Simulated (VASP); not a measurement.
Here is a VASP 6.6.1 calculation.

File INCAR:

```
SYSTEM = C
PREC     = Accurate       ! precision mode
ENCUT    = 520            ! plane-wave cutoff, eV
EDIFF    = 1E-6           ! SCF threshold, eV
ISMEAR   = -1             ! smearing method
SIGMA    = 0.02           ! smearing width, eV
LREAL    = .FALSE.        ! projectors in reciprocal space
LASPH    = .TRUE.         ! aspherical terms in the spheres
NELM     = 100            ! most SCF steps
ALGO     = Normal         ! electronic algorithm
ISIF     = 2              ! what is computed and relaxed
LWAVE    = .FALSE.        ! write WAVECAR
LCHARG   = .FALSE.        ! write CHGCAR
GGA      = PE             ! functional
NBANDS   = 16             ! bands
```

File KPOINTS:

```
regular mesh
0
G
  12 12 6
  0 0 0
```

Contents of POSCAR:

```
C
1.0
    2.5031953718      0.0000000000      0.0000000000
   -1.2515976859      2.1678307826      0.0000000000
    0.0000000000      0.0000000000      4.1688692921
C
4
Direct
    0.3333333333      0.6666666667      0.0002313166
    0.6666666667      0.3333333333      0.5002313166
    0.3333333333      0.6666666667      0.3747686834
    0.6666666667      0.3333333333      0.8747686834
```

Potentials or basis: VASP PAW PBE potentials, release 64 (C).

Command:

```console
$ cat potpaw_PBE.64/C/POTCAR > POTCAR
$ mpirun -np 1 vasp_std > vasp.out
```

Task: Estimate the band gap on the k mesh.

Result: 3.31 eV, indirect (least direct gap 4.99 eV).

Task: What does it give for the largest force?

Result: 0.016 eV/Å.

Task: What does it give for the pressure?

Result: 4.8 GPa.

Forces on the atoms (eV/Å):
```
C    0.000  0.000  0.016
C    0.000  0.000  0.016
C    0.000  0.000 -0.016
C    0.000  0.000 -0.016
```

A k mesh can miss the band edges. A hybrid or GW would open this gap; PBE tends to underestimate it.
